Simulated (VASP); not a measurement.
# Ta2Si (I4/mcm) in VASP: single point with r2SCAN

Aim: the single point of Ta2Si with r2SCAN.

Everything below comes from runs of VASP 6.6.1. Logs are shortened: lines on timing, memory, paths and dates and some standing lists are left out, and cuts for length are marked.

**1. The cell of the first run**

The structure is tetragonal, space group I4/mcm (No. 140). The conventional cell has a = 6.286 Å, b = 6.286 Å, c = 5.153 Å, α = 90.00°, β = 90.00°, γ = 90.00°. Within 3.5 Å of Ta (site symmetry m2m) lie 4 Si at 2.68 Å and 11 Ta at 2.92 to 3.32 Å. Si (site symmetry 422) has 2 Si at 2.58 Å and 8 Ta at 2.68 Å within 3.4 Å.

**2. Single point, r2SCAN (16.97 Å³/atom)**

Input file POSCAR:

```
Ta2Si
1.0
   -3.1432016102      3.1432016102      2.5765127410
    3.1432016102     -3.1432016102      2.5765127410
    3.1432016102      3.1432016102     -2.5765127410
Ta Si
4 2
Direct
    0.6642822095      0.8357177905      0.5000000000
    0.8357177905      0.3357177905      0.1714355810
    0.3357177905      0.1642822095      0.5000000000
    0.1642822095      0.6642822095      0.8285644190
    0.2500000000      0.2500000000      0.0000000000
    0.7500000000      0.7500000000      0.0000000000
```

Input file INCAR.step1:

```
SYSTEM = Ta2Si
PREC = Accurate ; ENCUT = 520
ISMEAR = 0 ; SIGMA = 0.1
LREAL = .False. ; LASPH = .True.
NELM = 100 ; NBANDS = 35
GGA = PE ; ALGO = Normal
EDIFF = 1E-4 ; LWAVE = .True.
LCHARG = .False.
```

Input file INCAR.step2:

```
SYSTEM = Ta2Si
PREC = Accurate ; ENCUT = 520
EDIFF = 1E-6 ; ISMEAR = 0
SIGMA = 0.1 ; LREAL = .False.
LASPH = .True. ; NELM = 100
ALGO = Normal ; ISIF = 2
LWAVE = .False. ; LCHARG = .True.
METAGGA = R2SCAN ; LMIXTAU = .True.
LELF = .True. ; LVHAR = .True.
NBANDS = 35 ; ISTART = 1
```

Input file KPOINTS:

```
regular mesh
0
Gamma
  10 10 10
  0 0 0
```

Potentials or basis: VASP PAW PBE potentials, release 64 (Ta_pv, Si).

Command:

```console
$ cat potpaw_PBE.64/Ta_pv/POTCAR potpaw_PBE.64/Si/POTCAR > POTCAR
$ cp INCAR.step1 INCAR
$ mpirun -np 1 vasp_std > vasp.out
$ cp INCAR.step2 INCAR
$ mpirun -np 1 vasp_std > vasp.out
```

OUTCAR:

```text
SYSTEM = Ta2Si
   PREC = Accurate
   ENCUT = 520
   EDIFF = 1E-6
   ISMEAR = 0
   LREAL = .False.
   LASPH = .True.
   NELM = 100
   ISIF = 2
   METAGGA = R2SCAN
   ISTART = 1

 ion  position               nearest neighbor table
   1  0.664  0.836  0.500-   6 2.68   6 2.68   5 2.68   5 2.68   3 2.92   3 2.99   3 2.99   4 3.30
                             2 3.30   4 3.30   2 3.30   4 3.32   2 3.32   4 3.32   2 3.32
   2  0.836  0.336  0.171-   5 2.68   6 2.68   6 2.68   5 2.68   4 2.92   4 2.99   4 2.99   3 3.30
                             1 3.30   1 3.30   3 3.30   3 3.32   1 3.32   3 3.32   1 3.32
   3  0.336  0.164  0.500-   5 2.68   5 2.68   6 2.68   6 2.68   1 2.92   1 2.99   1 2.99   4 3.30
                             2 3.30   4 3.30   2 3.30   4 3.32   2 3.32   2 3.32   4 3.32
   4  0.164  0.664  0.829-   6 2.68   5 2.68   5 2.68   6 2.68   2 2.92   2 2.99   2 2.99   1 3.30
                             3 3.30   3 3.30   1 3.30   3 3.32   1 3.32   1 3.32   3 3.32
   5  0.250  0.250  0.000-   6 2.58   6 2.58   3 2.68   4 2.68   2 2.68   3 2.68   4 2.68   2 2.68
                             1 2.68   1 2.68
   6  0.750  0.750  0.000-   5 2.58   5 2.58   2 2.68   4 2.68   2 2.68   1 2.68   4 2.68   1 2.68
                             3 2.68   3 2.68

  LATTYP: Found a body centered tetragonal cell.
 ALAT       =     6.2864032204
 C/A-ratio  =     0.8197096657

  Lattice vectors:

 A1 = (  -3.1432016102,   3.1432016102,   2.5765127410)
 A2 = (   3.1432016102,  -3.1432016102,   2.5765127410)
 A3 = (   3.1432016102,   3.1432016102,  -2.5765127410)

Analysis of symmetry for initial positions (statically):
=====================================================================
 Subroutine PRICEL returns:
 Original cell was already a primitive cell.

 Routine SETGRP: Setting up the symmetry group for a
 body centered tetragonal supercell.

 Subroutine GETGRP returns: Found 16 space group operations
 (whereof  8 operations were pure point group operations)
 out of a pool of 16 trial point group operations.

The static configuration has the point symmetry C_4h.
 The point group associated with its full space group is D_4h.

Analysis of symmetry for dynamics (positions and initial velocities):
=====================================================================
 Subroutine PRICEL returns:
 Original cell was already a primitive cell.

 Routine SETGRP: Setting up the symmetry group for a
 body centered tetragonal supercell.

 Subroutine GETGRP returns: Found 16 space group operations
 (whereof  8 operations were pure point group operations)
 out of a pool of 16 trial point group operations.

The dynamic configuration has the point symmetry C_4h.
 The point group associated with its full space group is D_4h.

 Subroutine INISYM returns: Found 16 space group operations
 (whereof  8 operations are pure point group operations),
 and found     1 'primitive' translations

----------------------------------------------------------------------------------------

                                     Primitive cell

  volume of cell :     101.8209

  direct lattice vectors                    reciprocal lattice vectors
    -3.143201610  3.143201610  2.576512741     0.000000000  0.159073474  0.194060752
     3.143201610 -3.143201610  2.576512741     0.159073474  0.000000000  0.194060752
     3.143201610  3.143201610 -2.576512741     0.159073474  0.159073474  0.000000000

  length of vectors
     5.137883867  5.137883867  5.137883867     0.250926176  0.250926176  0.224963865

  position of ions in fractional coordinates (direct lattice)
     0.664282210  0.835717790  0.500000000
     0.835717790  0.335717790  0.171435581
     0.335717790  0.164282210  0.500000000
     0.164282210  0.664282210  0.828564419
     0.250000000  0.250000000  0.000000000
     0.750000000  0.750000000  0.000000000

  ion indices of the primitive-cell ions
   primitive index   ion index
                 1           1
                 2           2
                 3           3
                 4           4
                 5           5
                 6           6

----------------------------------------------------------------------------------------

 KPOINTS: regular mesh

Automatic generation of k-mesh.
 Grid dimensions read from file:
 generate k-points for:   10   10   10

 Generating k-lattice:

  Cartesian coordinates                     Fractional coordinates (reciprocal lattice)
     0.000000000  0.015907347  0.019406075     0.100000000  0.000000000  0.000000000
     0.015907347  0.000000000  0.019406075     0.000000000  0.100000000  0.000000000
     0.015907347  0.015907347  0.000000000     0.000000000  0.000000000  0.100000000

  Length of vectors
     0.025092618  0.025092618  0.022496386

  Shift w.r.t. Gamma in fractional coordinates (k-lattice)
     0.000000000  0.000000000  0.000000000

 Subroutine IBZKPT returns following result:
 ===========================================

 Found    102 irreducible k-points:

 Following reciprocal coordinates:
            Coordinates               Weight
  0.000000  0.000000  0.000000      1.000000
  0.100000 -0.000000  0.000000      8.000000
  0.200000 -0.000000  0.000000      8.000000
  0.300000 -0.000000  0.000000      8.000000
  0.400000  0.000000  0.000000      8.000000
  0.500000 -0.000000  0.000000      4.000000
[... 16 lines left out ...]
  0.300000  0.300000  0.000000      8.000000
  0.400000  0.300000  0.000000     16.000000
 [... further k-points ...]
   k-points           NKPTS =    102   k-points in BZ     NKDIM =    102   number of bands    NBANDS=     35
   number of dos      NEDOS =    301   number of ions     NIONS =      6
   total plane-waves  NPLWV =  64000
   dimension x,y,z NGX =    40 NGY =   40 NGZ =   40
   dimension x,y,z NGXF=    80 NGYF=   80 NGZF=   80
   ions per type =               4   2
   NGX,Y,Z   is equivalent  to a cutoff of  12.94, 12.94, 12.94 a.u.
   NGXF,Y,Z  is equivalent  to a cutoff of  25.89, 25.89, 25.89 a.u.
 SYSTEM =  Ta2Si
   PREC   = accura    normal or accurate (medium, high low for compatibility)
   ISTART =      1    job   : 0-new  1-cont  2-samecut
   ICHARG =      0    charge: 1-file 2-atom 10-const
   ISPIN  =      1    spin polarized calculation?
   LNONCOLLINEAR =      F non collinear calculations
   LSORBIT =      F    spin-orbit coupling
   LASPH  =      T    aspherical Exc in radial PAW
   ENCUT  =  520.0 eV  38.22 Ry    6.18 a.u.   9.55  9.55  9.55*2*pi/ulx,y,z
   NELM   =    100;   NELMIN=  2; NELMDL=  0     # of ELM steps
   EDIFF  = 0.1E-05   stopping-criterion for ELM
   LREAL  =      F    real-space projection
[... 7 lines left out ...]
   TEBEG  =    0.0;   TEEND  =   0.0 temperature during run
   PSTRESS=    0.0 pullay stress
   NELECT =      52.0000    total number of electrons
   NUPDOWN=      -1.0000    fix difference up-down
   EMIN   =  10.00;   EMAX   =-10.00  energy-range for DOS
   EFERMI =   0.00;   METHOD = LEGACY
   ISMEAR =     0;   SIGMA  =   0.10  broadening in eV -4-tet -1-fermi 0-gaus
   EFERMI_NEDOS =   21; number of points for ismear=-14 and -15
   IALGO  =     38    algorithm
   IMIX   =      4    mixing-type and parameters
     AMIX     =   0.40;   BMIX     =  1.00
     AMIX_MAG =   1.60;   BMIX_MAG =  1.00
  volume/ion in A,a.u.               =      16.97       114.52
  Fermi-wavevector in a.u.,A,eV,Ry     =   1.308570  2.472839 23.298017  1.712356
  Thomas-Fermi vector in A             =   2.439228
   LORBIT       =      0    0 simple, 1 ext, 2 COOP (PROOUT), +10 PAW based schemes
   METAGGA = R2SCAN    functional components
   LHFCALC =     F    Hartree Fock is set to
   AEXX    =    0.0000 exact exchange contribution
   IVDW    =     0    specifies the selected vdW correction
   LEPSILON=     F    determine dielectric tensor
   LRPA    =     F    only Hartree local field effects (RPA)
 non-spin polarized calculation
 Gauss-broadening in eV      SIGMA  =   0.10
  energy-cutoff  :      520.00
  volume of cell :      101.82
 maximum number of plane-waves:      2771
 NGX is ok and might be reduce to    40
   NGX = 19   NGY = 19   NGZ = 19

 number of electron      52.0000001 magnetization

 Free energy of the ion-electron system (eV)
  ---------------------------------------------------
  ext. energy  EPLUGINS =         0.00000000
  ---------------------------------------------------
  free energy    TOTEN  =      -215.28138920 eV

  energy without entropy =     -215.26627184  energy(sigma->0) =     -215.27383052

 E-fermi :   6.9637     XC(G=0): -13.1781

 val. band max:        6.9591409492   @ k =   0.3000   0.1000   0.0000
 cond. band min:       6.9750278436   @ k =  -0.3000   0.3000   0.0000
 fundamental gap:      0.0158868944
 Fermi energy:         6.9636886382

 k-point     1 :       0.0000    0.0000    0.0000
  band No.  band energies     occupation
      1     -28.9618      2.00000
      2     -28.9618      2.00000
      3     -28.9240      2.00000
      4     -28.9067      2.00000
      5     -28.9067      2.00000
      6     -28.8842      2.00000
[... 27 lines left out ...]
     34      11.2083      0.00000
     35      12.3660      0.00000

 k-point     2 :       0.1000   -0.0000    0.0000
  band No.  band energies     occupation
      1     -28.9791      2.00000
      2     -28.9776      2.00000
      3     -28.9320      2.00000
      4     -28.8882      2.00000
      5     -28.8844      2.00000
      6     -28.8835      2.00000
[... 27 lines left out ...]
     34      10.9944      0.00000
     35      12.1256      0.00000

 k-point     3 :       0.2000   -0.0000    0.0000
  band No.  band energies     occupation
      1     -29.0052      2.00000
      2     -28.9989      2.00000
      3     -28.9482      2.00000
      4     -28.8877      2.00000
      5     -28.8546      2.00000
      6     -28.8471      2.00000
[... 27 lines left out ...]
     34      11.1964      0.00000
     35      11.5248      0.00000
[... 723 lines left out ...]
 k-point    23 :       0.3000    0.3000    0.0000
  band No.  band energies     occupation
      1     -29.0381      2.00000
      2     -28.9866      2.00000
      3     -28.9409      2.00000
      4     -28.8995      2.00000
      5     -28.8669      2.00000
      6     -28.8183      2.00000
[... 27 lines left out ...]
     34      10.4806      0.00000
     35      11.3500      0.00000

 k-point    24 :       0.4000    0.3000    0.0000
  band No.  band energies     occupation
      1     -29.0236      2.00000
      2     -28.9809      2.00000
      3     -28.9575      2.00000
      4     -28.8962      2.00000
      5     -28.8551      2.00000
      6     -28.8224      2.00000
[... 27 lines left out ...]
     34      10.6615      0.00000
     35      11.1466      0.00000

 [... further k-points ...]

------------------------ aborting loop because EDIFF is reached ----------------------------------------

  FORCE on cell =-STRESS in cart. coord.  units (eV):
  Direction    XX          YY          ZZ          XY          YZ          ZX
  --------------------------------------------------------------------------------------
  -------------------------------------------------------------------------------------
  Total       -7.2991310     -7.2991310     -7.2954502      0.0000000      0.0000000      0.0000000
  in kB     -114.8536968   -114.8536968   -114.7957789      0.0000000      0.0000000      0.0000000
  external PRESSURE =    -114.8343908 kB  Pullay stress =       0.0000000 kB

 VOLUME and BASIS-vectors are now :
 -----------------------------------------------------------------------------
  energy-cutoff  :      520.00
  volume of cell :      101.82
      direct lattice vectors                 reciprocal lattice vectors
    -3.143201610  3.143201610  2.576512741     0.000000000  0.159073474  0.194060752
     3.143201610 -3.143201610  2.576512741     0.159073474  0.000000000  0.194060752
     3.143201610  3.143201610 -2.576512741     0.159073474  0.159073474  0.000000000

 POSITION                                       TOTAL-FORCE (eV/Angst)
 -----------------------------------------------------------------------------------
      2.11046      1.03274      2.57651        -0.000156      0.000156     -0.000000
     -1.03274      2.11046      2.57651        -0.000156     -0.000156      0.000000
      1.03274      2.11046      0.00000         0.000156     -0.000156      0.000000
      4.17595      1.03274      0.00000         0.000156      0.000156     -0.000000
      0.00000      0.00000      1.28826         0.000000      0.000000      0.000000
      0.00000      0.00000      3.86477        -0.000000     -0.000000      0.000000
 -----------------------------------------------------------------------------------
    total drift:                               -0.000000     -0.000000     -0.000000

  FREE ENERGIE OF THE ION-ELECTRON SYSTEM (eV)
  ---------------------------------------------------
  free  energy   TOTEN  =      -215.2813891974 eV

  energy  without entropy=     -215.2662718423  energy(sigma->0) =     -215.27383052
```

Wall time 48 min (1 thread of AMD EPYC 7R13, shared host); peak memory 0.42 GiB.

What came out:

- Free energy: -215.2814 eV
- Pressure: -11.5 GPa
- Band gap on the k mesh: zero (bands 26 and 27 overlap by 0.69 eV)

Caveat: the cell stands under tension; the PAW data sets were made with another functional, which shifts forces and pressure a little; spin-orbit coupling is left out, which moves the levels of the heavy elements.
